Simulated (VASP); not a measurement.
Here is a VASP 6.6.1 calculation.

INCAR

```
PREC = Accurate ; ENCUT = 520
EDIFF = 1E-6 ; ISMEAR = 0
SIGMA = 0.1 ; LREAL = F
LASPH = T ; NELM = 80
ALGO = Normal ; ISIF = 2
LWAVE = F ; LCHARG = F
GGA = PE ; NBANDS = 16
```

File KPOINTS:

```
Automatic mesh
0
Gamma
  14 14 14
```

File POSCAR:

```
InSb
1.0
    0.0000000000      3.3166110000      3.3166110000
    3.3166110000      0.0000000000      3.3166110000
    3.3166110000      3.3166110000      0.0000000000
In Sb
1 1
Direct
    0.0000000000      0.0000000000      0.0000000000
    0.2500000000      0.2500000000      0.2500000000
```

Potentials or basis: VASP PAW PBE potentials, release 64 (In_d, Sb).

Command:

```sh
$ cat potpaw_PBE.64/In_d/POTCAR potpaw_PBE.64/Sb/POTCAR > POTCAR
$ mpirun -np 1 vasp_std > vasp.out
```

**Question.** Predict the band gap on the k mesh.

**Answer.** Zero (filled and empty bands touch).

**Question.** Predict the pressure.

**Answer.** 0.0 GPa.

Caveat: spin-orbit coupling is left out, which moves the levels of the heavy elements.
